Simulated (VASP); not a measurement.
# AlN (P6_3mc) in VASP: a series of runs, part 2 of 2

VASP 6.6.1. The steps go on from the part before.

## (3) Relaxation of cell and atoms, PBEsol, target pressure 20 GPa, at which the enthalpy is minimised

File INCAR:

```
PREC = Accurate ; ENCUT = 600
EDIFF = 1E-7 ; ISMEAR = -1
SIGMA = 0.05 ; LREAL = False
LASPH = True ; NELM = 100
ALGO = Normal ; ISIF = 3
LWAVE = False ; LCHARG = False
GGA = PS ; IBRION = 2
NSW = 80 ; EDIFFG = -0.02
PSTRESS = 200.0
```

File KPOINTS:

```
regular mesh
0
Gamma
  10 10 6
```

File POSCAR:

```
AlN
1.0
    3.1130000000      0.0000000000      0.0000000000
   -1.5565000000      2.6959370820      0.0000000000
    0.0000000000      0.0000000000      4.9810000000
Al N
2 2
Direct
    0.6666666667      0.3333333333      0.5000000000
    0.3333333333      0.6666666667      0.0000000000
    0.6666666667      0.3333333333      0.8800000000
    0.3333333333      0.6666666667      0.3800000000
```

Potentials or basis: VASP PAW PBE potentials, release 64 (Al, N).

On the command line:

```
$ cat potpaw_PBE.64/Al/POTCAR potpaw_PBE.64/N/POTCAR > POTCAR
$ mpirun -np 1 vasp_std > vasp.out
```

OUTCAR:

```text
PREC = Accurate
   ENCUT = 600
   EDIFF = 1E-7
   ISMEAR = -1
   LREAL = False
   LASPH = True
   NELM = 100
   ISIF = 3
   GGA = PS
   IBRION = 2
   NSW = 80
   EDIFFG = -0.02
   PSTRESS = 200.0

 ion  position               nearest neighbor table
   1  0.667  0.333  0.500-   3 1.89   4 1.89   4 1.89   4 1.89   2 3.07   2 3.07   2 3.07   2 3.07
                             2 3.07   2 3.07
   2  0.333  0.667  0.000-   4 1.89   3 1.89   3 1.89   3 1.89   1 3.07   1 3.07   1 3.07   1 3.07
                             1 3.07   1 3.07
   3  0.667  0.333  0.880-   1 1.89   2 1.89   2 1.89   2 1.89
   4  0.333  0.667  0.380-   2 1.89   1 1.89   1 1.89   1 1.89

  LATTYP: Found a hexagonal cell.
 ALAT       =     3.1130000000
 C/A-ratio  =     1.6000642467

  Lattice vectors:

 A1 = (   3.1130000000,   0.0000000000,   0.0000000000)
 A2 = (  -1.5565000000,   2.6959370820,   0.0000000000)
 A3 = (   0.0000000000,   0.0000000000,   4.9810000000)

Analysis of symmetry for initial positions (statically):
=====================================================================
 Subroutine PRICEL returns:
 Original cell was already a primitive cell.

 Routine SETGRP: Setting up the symmetry group for a
 hexagonal supercell.

 Subroutine GETGRP returns: Found 12 space group operations
 (whereof  6 operations were pure point group operations)
[... 489 lines left out ...]
--------------------------------------- Ionic step        9  -------------------------------------------

 number of electron      16.0000002 magnetization

 Free energy of the ion-electron system (eV)
  ---------------------------------------------------
  ext. energy  EPLUGINS =         0.00000000
  ---------------------------------------------------
  free energy    TOTEN  =       -31.11835933 eV

  energy without entropy =      -31.11835933  energy(sigma->0) =      -31.11835933

 E-fermi :   7.9238     XC(G=0): -11.4764

 val. band max:        6.9707944715   @ k =   0.0000   0.0000   0.0000
 cond. band min:      11.7825822955   @ k =   0.0000   0.0000   0.0000
 fundamental gap:      4.8117878240
 Fermi energy:         7.9237707753

 k-point     1 :       0.0000    0.0000    0.0000
  band No.  band energies     occupation
      1      -8.7966      2.00000
      2      -6.3000      2.00000
      3       0.4839      2.00000
      4       5.9287      2.00000
      5       5.9287      2.00000
      6       6.6264      2.00000
      7       6.6264      2.00000
      8       6.9708      2.00000
      9      11.7826      0.00000
     10      14.1273      0.00000
     11      18.1648      0.00000
     12      18.4456      0.00000
[... 331 lines left out ...]
 k-point    24 :       0.4000    0.1000    0.1667
  band No.  band energies     occupation
      1      -6.5486      2.00000
      2      -5.7727      2.00000
      3       1.1010      2.00000
      4       2.2451      2.00000
      5       3.6135      2.00000
      6       4.4355      2.00000
      7       5.3947      2.00000
      8       5.7574      2.00000
      9      12.5602      0.00000
     10      13.5049      0.00000
     11      16.2956      0.00000
     12      17.1627      0.00000

 [... further k-points ...]

------------------------ aborting loop because EDIFF is reached ----------------------------------------

  FORCE on cell =-STRESS in cart. coord.  units (eV):
  Direction    XX          YY          ZZ          XY          YZ          ZX
  --------------------------------------------------------------------------------------
  -------------------------------------------------------------------------------------
  Total        4.7982656      4.7982656      4.8057296      0.0000000      0.0000000     -0.0000000
  in kB      200.0411982    200.0411982    200.3523749      0.0000000      0.0000000     -0.0000000
  external PRESSURE =       0.1449238 kB  Pullay stress =     200.0000000 kB
[... 23 lines left out ...]
  energy  without entropy=      -31.1183593336  energy(sigma->0) =      -31.11835933

  enthalpy is  TOTEN    =       -26.3210819060 eV   P V=        4.7972774276

 reached required accuracy - stopping structural energy minimisation
```

OSZICAR:

```text
N       E                     dE             d eps       ncg     rms          rms(c)
DAV:   1     0.574262304278E+02    0.57426E+02   -0.82173E+03  1344   0.133E+03
[... 77 lines left out ...]
       N       E                     dE             d eps       ncg     rms          rms(c)
DAV:   1    -0.311189781836E+02    0.11321E-01   -0.32851E-02  1420   0.173E+00    0.147E-01
DAV:   2    -0.311184976175E+02    0.48057E-03   -0.12197E-03  1608   0.342E-01    0.710E-02
DAV:   3    -0.311183726635E+02    0.12495E-03   -0.23709E-04  1632   0.143E-01    0.213E-02
DAV:   4    -0.311183600726E+02    0.12591E-04   -0.37194E-05  1672   0.571E-02    0.715E-03
DAV:   5    -0.311183593052E+02    0.76732E-06   -0.39078E-06  1584   0.177E-02    0.432E-03
DAV:   6    -0.311183593336E+02   -0.28371E-07   -0.26958E-07  1292   0.548E-03
   9 F= -.26321082E+02 E0= -.26321082E+02  d E =-.195132E-03
```

Wall time 71 s (1 thread of Intel Xeon 6975P-C (Granite Rapids), shared host); peak memory 0.19 GiB.

Results:

| Property | Result |
| --- | --- |
| Free energy | -31.1184 eV |
| Relaxed volume | 9.61 Å³/atom |
| Relaxed cell | a = 3.035 Å, b = 3.035 Å, c = 4.817 Å, α = 90.00°, β = 90.00°, γ = 120.00° |
| Space group after relaxing (to 0.05 Å) | P6_3mc (No. 186) |
| Energy change on relaxing (the enthalpy is what falls) | +49.0 meV/atom |
| Ionic steps | 9 |
| Pressure after relaxing | 20.0 GPa |
| Largest force after relaxing | 0.005 eV/Å |
| Band gap on the k mesh | 4.81 eV, direct |

Forces in eV/Å, atoms in the order of the input:
```
Al   0.000  0.000  0.005
Al   0.000  0.000  0.005
N    0.000  0.000 -0.005
N    0.000  0.000 -0.005
```

Step by step:
```csv
step,energy change (eV),largest force (eV/Å),pressure (GPa),volume (Å³)
1,0.0000,0.1320,0.10,41.80
2,1.1339,0.0825,57.64,34.43
3,0.1841,0.0825,19.39,38.54
4,0.1937,0.0805,19.96,38.47
5,0.2019,0.0788,20.43,38.40
6,0.2017,0.0294,20.42,38.39
7,0.2028,0.0404,20.41,38.38
8,0.1840,0.0629,19.25,38.53
9,0.1960,0.0049,20.01,38.43
```

Final structure:
```
Al N
1.0
     3.03507    0.00000    0.00000
    -1.51754    2.62845    0.00000
     0.00000    0.00000    4.81733
Al N
2 2
Direct
  0.66667 0.33333 0.49775
  0.33333 0.66667 0.99775
  0.66667 0.33333 0.88225
  0.33333 0.66667 0.38225
```

Levels at points of the mesh, in eV from the valence-band top:
| k point | band 6 | band 7 | band 8 | band 9 | band 10 | band 11 |
| --- | --- | --- | --- | --- | --- | --- |
| (0.00, 0.00, 0.00) | -0.34 | -0.34 | 0.00 | 4.81 | 7.16 | 11.19 |
| (0.50, 0.00, 0.00) | -2.35 | -1.98 | -0.80 | 5.85 | 5.85 | 8.73 |
| (0.00, 0.00, 0.50) | -0.70 | -0.70 | -0.70 | 7.02 | 7.02 | 10.87 |
| (0.50, 0.00, 0.50) | -1.67 | -1.49 | -1.49 | 5.42 | 5.42 | 9.57 |

Caveat: the cell is relaxed towards a set pressure, so the enthalpy falls and the energy may rise; the PAW data sets were made with another functional, which shifts forces and pressure a little. A k mesh can miss the band edges.

## (4) Relaxation of cell and atoms, PBEsol, target pressure 30 GPa, at which the enthalpy is minimised

File INCAR:

```
SYSTEM = AlN
PREC = Accurate ; ENCUT = 600
EDIFF = 1E-6 ; ISMEAR = -1
SIGMA = 0.05 ; LREAL = .False.
LASPH = .True. ; NELM = 100
ALGO = Normal ; ISIF = 3
LWAVE = .False. ; LCHARG = .False.
GGA = PS ; IBRION = 2
NSW = 80 ; EDIFFG = -0.02
PSTRESS = 300.0
```

File KPOINTS:

```
Automatic mesh
0
Gamma
  10 10 6
  0 0 0
```

POSCAR is that of step 3.

On the command line:

```
$ cat potpaw_PBE.64/Al/POTCAR potpaw_PBE.64/N/POTCAR > POTCAR
$ mpirun -np 1 vasp_std > vasp.out
```

Wall time 64 s (1 thread of Intel Xeon 6975P-C (Granite Rapids), shared host); peak memory 0.19 GiB.

Results (log left out):

```
Free energy                                            : -30.9196 eV
Relaxed volume                                         : 9.29 Å³/atom
Relaxed cell                                           : a = 3.006 Å, b = 3.006 Å, c = 4.748 Å, α = 90.00°, β = 90.00°, γ = 120.00°
Space group after relaxing (to 0.05 Å)                 : P6_3mc (No. 186)
Energy change on relaxing (the enthalpy is what falls) : +98.7 meV/atom
Ionic steps                                            : 9
Pressure after relaxing                                : 29.9 GPa
Largest force after relaxing                           : 0.004 eV/Å
Band gap on the k mesh                                 : 5.02 eV, indirect (least direct gap 5.09 eV)
```

Forces in eV/Å, atoms in the order of the input:
```
Al   0.000  0.000  0.004
Al   0.000  0.000  0.004
N    0.000  0.000 -0.004
N    0.000  0.000 -0.004
```

The path:
| step | energy change (eV) | largest force (eV/Å) | pressure (GPa) | volume (Å³) |
| --- | --- | --- | --- | --- |
| 1 | 0.0000 | 0.1321 | 0.04 | 41.80 |
| 2 | 2.8333 | 0.0763 | 107.45 | 31.06 |
| 3 | 0.3531 | 0.1173 | 28.16 | 37.40 |
| 4 | 0.3873 | 0.1151 | 29.74 | 37.21 |
| 5 | 0.4038 | 0.1140 | 30.47 | 37.12 |
| 6 | 0.4033 | 0.0282 | 30.47 | 37.11 |
| 7 | 0.4052 | 0.0824 | 30.44 | 37.10 |
| 8 | 0.3891 | 0.0455 | 29.60 | 37.18 |
| 9 | 0.3948 | 0.0043 | 29.92 | 37.15 |

Final structure:
```yaml
crystal:
  lattice:
    - [3.00562, 0.00000, 0.00000]
    - [-1.50281, 2.60294, 0.00000]
    - [0.00000, 0.00000, 4.74834]
  atoms:
    - { symbol: Al, position: [0.66667, 0.33333, 0.49701] }
    - { symbol: Al, position: [0.33333, 0.66667, 0.99701] }
    - { symbol: N, position: [0.66667, 0.33333, 0.88299] }
    - { symbol: N, position: [0.33333, 0.66667, 0.38299] }
```

Levels at points of the mesh, in eV from the valence-band top:
```
           k point  band 4  band 5  band 6  band 7  band 8  band 9  band 10  band 11  band 12
(0.00, 0.00, 0.00)   -1.13   -1.13   -0.41   -0.41    0.00    5.09     7.38    11.48    11.63
(0.50, 0.00, 0.00)   -4.56   -3.76   -2.47   -2.06   -0.86    5.91     5.93     8.98    10.94
(0.00, 0.00, 0.50)   -3.59   -0.78   -0.78   -0.78   -0.78    7.28     7.28    11.14    11.14
(0.50, 0.00, 0.50)   -6.27   -1.76   -1.76   -1.54   -1.54    5.52     5.52     9.73     9.73
```

Caveat: the cell is relaxed towards a set pressure, so the enthalpy falls and the energy may rise; the PAW data sets were made with another functional, which shifts forces and pressure a little. PBEsol gaps usually lie below the measured ones, often by a third to a half.

## (5) Single point, LDA (volume scaled by 0.94)

File INCAR:

```
PREC     = Accurate       # precision mode
ENCUT    = 520            # plane-wave cutoff, eV
EDIFF    = 1E-6           # SCF threshold, eV
ISMEAR   = -1             # smearing method
SIGMA    = 0.05           # smearing width, eV
LREAL    = F              # projectors in reciprocal space
LASPH    = T              # aspherical terms in the spheres
NELM     = 100            # most SCF steps
ALGO     = Normal         # electronic algorithm
ISIF     = 2              # what is computed and relaxed
LWAVE    = F              # write WAVECAR
LCHARG   = F              # write CHGCAR
NBANDS   = 16             # bands
```

File KPOINTS:

```
Automatic mesh
0
Gamma
  10 10 6
```

File POSCAR:

```
AlN
1.0
    3.0494515564      0.0000000000      0.0000000000
   -1.5247257782      2.6409025155      0.0000000000
    0.0000000000      0.0000000000      4.8793184075
Al N
2 2
Direct
    0.6666666667      0.3333333333      0.5000000000
    0.3333333333      0.6666666667      0.0000000000
    0.6666666667      0.3333333333      0.8800000000
    0.3333333333      0.6666666667      0.3800000000
```

Potentials or basis: VASP PAW LDA potentials, release 64 (Al, N).

On the command line:

```
$ cat potpaw_LDA.64/Al/POTCAR potpaw_LDA.64/N/POTCAR > POTCAR
$ mpirun -np 1 vasp_std > vasp.out
```

OUTCAR:

```text
PREC = Accurate
   ENCUT = 520
   EDIFF = 1E-6
   ISMEAR = -1
   LREAL = F
   LASPH = T
   NELM = 100
   ISIF = 2

 ion  position               nearest neighbor table
   1  0.667  0.333  0.500-   3 1.85   4 1.86   4 1.86   4 1.86   2 3.01   2 3.01   2 3.01   2 3.01
                             2 3.01   2 3.01
   2  0.333  0.667  0.000-   4 1.85   3 1.86   3 1.86   3 1.86   1 3.01   1 3.01   1 3.01   1 3.01
                             1 3.01   1 3.01
   3  0.667  0.333  0.880-   1 1.85   2 1.86   2 1.86   2 1.86
   4  0.333  0.667  0.380-   2 1.85   1 1.86   1 1.86   1 1.86

  LATTYP: Found a hexagonal cell.
 ALAT       =     3.0494515564
 C/A-ratio  =     1.6000642467

  Lattice vectors:

 A1 = (   3.0494515564,   0.0000000000,   0.0000000000)
 A2 = (  -1.5247257782,   2.6409025155,   0.0000000000)
 A3 = (   0.0000000000,   0.0000000000,   4.8793184075)

Analysis of symmetry for initial positions (statically):
=====================================================================
 Subroutine PRICEL returns:
 Original cell was already a primitive cell.

[... 178 lines left out ...]
 cond. band min:      11.2723760557   @ k =   0.0000   0.0000   0.0000
 fundamental gap:      4.8026358350
 Fermi energy:         7.4299450712

 k-point     1 :       0.0000    0.0000    0.0000
  band No.  band energies     occupation
      1      -8.9143      2.00000
      2      -6.4918      2.00000
      3       0.1577      2.00000
      4       5.6063      2.00000
      5       5.6063      2.00000
      6       6.2760      2.00000
[... 433 lines left out ...]
      3       0.8048      2.00000
      4       1.9048      2.00000
      5       3.2535      2.00000
      6       4.0951      2.00000
[... 8 lines left out ...]
     15      19.4854      0.00000
     16      21.9047      0.00000

 [... further k-points ...]

------------------------ aborting loop because EDIFF is reached ----------------------------------------

  FORCE on cell =-STRESS in cart. coord.  units (eV):
  Direction    XX          YY          ZZ          XY          YZ          ZX
  --------------------------------------------------------------------------------------
  -------------------------------------------------------------------------------------
  Total        2.2454536      2.2454536      2.5685703      0.0000000     -0.0000000     -0.0000000
  in kB       91.5548574     91.5548574    104.7294375      0.0000000     -0.0000000     -0.0000000
  external PRESSURE =      95.9463841 kB  Pullay stress =       0.0000000 kB

 VOLUME and BASIS-vectors are now :
 -----------------------------------------------------------------------------
  energy-cutoff  :      520.00
  volume of cell :       39.29
      direct lattice vectors                 reciprocal lattice vectors
     3.049451556  0.000000000  0.000000000     0.327927820  0.189329215  0.000000000
    -1.524725778  2.640902516  0.000000000     0.000000000  0.378658430  0.000000000
     0.000000000  0.000000000  4.879318407     0.000000000  0.000000000  0.204946658

 POSITION                                       TOTAL-FORCE (eV/Angst)
 -----------------------------------------------------------------------------------
      1.52473      0.88030      2.43966         0.000000     -0.000000     -0.169311
     -0.00000      1.76060      0.00000        -0.000000     -0.000000     -0.169311
      1.52473      0.88030      4.29380         0.000000     -0.000000      0.169311
     -0.00000      1.76060      1.85414        -0.000000      0.000000      0.169311
 -----------------------------------------------------------------------------------
    total drift:                               -0.000000     -0.000000      0.000031

  FREE ENERGIE OF THE ION-ELECTRON SYSTEM (eV)
  ---------------------------------------------------
  free  energy   TOTEN  =       -32.7903773411 eV

  energy  without entropy=      -32.7903773410  energy(sigma->0) =      -32.79037734
```

OSZICAR:

```text
N       E                     dE             d eps       ncg     rms          rms(c)
DAV:   1     0.371782211318E+02    0.37178E+02   -0.74154E+03  1792   0.902E+02
DAV:   2    -0.351645168143E+02   -0.72343E+02   -0.66289E+02  2584   0.180E+02
DAV:   3    -0.381071585752E+02   -0.29426E+01   -0.29344E+01  2240   0.363E+01
DAV:   4    -0.381210613121E+02   -0.13903E-01   -0.13902E-01  2256   0.306E+00
DAV:   5    -0.381211943174E+02   -0.13301E-03   -0.13300E-03  2224   0.290E-01    0.127E+01
DAV:   6    -0.329151706479E+02    0.52060E+01   -0.11494E+01  1896   0.244E+01    0.450E+00
DAV:   7    -0.328516833807E+02    0.63487E-01   -0.55101E-01  2240   0.489E+00    0.290E+00
DAV:   8    -0.327933185777E+02    0.58365E-01   -0.65206E-02  1888   0.214E+00    0.335E-01
DAV:   9    -0.327902853352E+02    0.30332E-02   -0.52008E-03  2224   0.523E-01    0.209E-01
DAV:  10    -0.327904215293E+02   -0.13619E-03   -0.57862E-04  2008   0.150E-01    0.966E-02
DAV:  11    -0.327903775325E+02    0.43997E-04   -0.84105E-05  2120   0.680E-02    0.171E-02
DAV:  12    -0.327903773411E+02    0.19146E-06   -0.12840E-06  1816   0.879E-03
   1 F= -.32790377E+02 E0= -.32790377E+02  d E =-.555027E-10
```

stdout:

```text
POSCAR found type information on POSCAR AlN
 POSCAR found :  2 types and       4 ions
 scaLAPACK will be used
 LDA part: xc-table for (Slater(with rela. corr.)+CA(PZ))
 , standard interpolation
 POSCAR, INCAR and KPOINTS ok, starting setup
 FFT: planning ... GRIDC
 FFT: planning ... GRID_SOFT
 FFT: planning ... GRID
 WAVECAR not read
 entering main loop
```

Wall time 8.5 s (1 thread of Intel Xeon 6975P-C (Granite Rapids), shared host); peak memory 0.14 GiB.

Results:

| Property | Result |
| --- | --- |
| Free energy | -32.7904 eV |
| Pressure | 9.6 GPa |
| Largest force | 0.169 eV/Å |
| Band gap on the k mesh | 4.80 eV, direct |

Forces in eV/Å, atoms in the order of the input:
```
Al   0.000  0.000 -0.169
Al   0.000  0.000 -0.169
N    0.000  0.000  0.169
N    0.000  0.000  0.169
```

Levels at points of the mesh, in eV from the valence-band top:
```tsv
k point	band 5	band 6	band 7	band 8	band 9	band 10	band 11	band 12
(0.00, 0.00, 0.00)	-0.86	-0.19	-0.19	0.00	4.80	7.09	10.98	11.41
(0.50, 0.00, 0.00)	-3.51	-2.16	-1.89	-0.68	5.82	5.88	8.65	10.61
(0.00, 0.00, 0.50)	-0.54	-0.54	-0.54	-0.54	6.96	6.96	10.67	10.67
(0.50, 0.00, 0.50)	-1.50	-1.50	-1.42	-1.42	5.41	5.41	9.49	9.49
```

Caveat: the cell differs from its parent crystal (volume scaled by 0.94). A k mesh can miss the band edges.

## (6) Summary

| task | level | potentials or basis | cell | cutoff (eV) | gap on the mesh (eV) | pressure (GPa) |
| --- | --- | --- | --- | --- | --- | --- |
| relaxation of cell and atoms | PBEsol | VASP PAW PBE potentials, release 64 (Al, N) | relaxed to 10 GPa from a = 3.113, b = 3.113, c = 4.981 Å, angles 90.0, 90.0, 120.0°, 4 atoms | 600 | 4.50 | 10.1 |
| relaxation of cell and atoms | PBEsol | VASP PAW PBE potentials, release 64 (Al, N) | relaxed to 20 GPa from a = 3.113, b = 3.113, c = 4.981 Å, angles 90.0, 90.0, 120.0°, 4 atoms | 600 | 4.81 | 20.0 |
| relaxation of cell and atoms | PBEsol | VASP PAW PBE potentials, release 64 (Al, N) | relaxed to 30 GPa from a = 3.113, b = 3.113, c = 4.981 Å, angles 90.0, 90.0, 120.0°, 4 atoms | 600 | 5.02 | 29.9 |
| single point | LDA | VASP PAW LDA potentials, release 64 (Al, N) | a = 3.049, b = 3.049, c = 4.879 Å, angles 90.0, 90.0, 120.0°, 4 atoms | 520 | 4.80 | 9.6 |

Alike in all rows: no spin polarisation; k mesh 10 × 10 × 6; smearing fermi-dirac 0.05 eV.

Caveats: the cell is relaxed towards a set pressure, so the enthalpy falls and the energy may rise (some runs); the PAW data sets were made with another functional, which shifts forces and pressure a little (some runs).

Absolute energies hang on the potentials; compare differences alone.
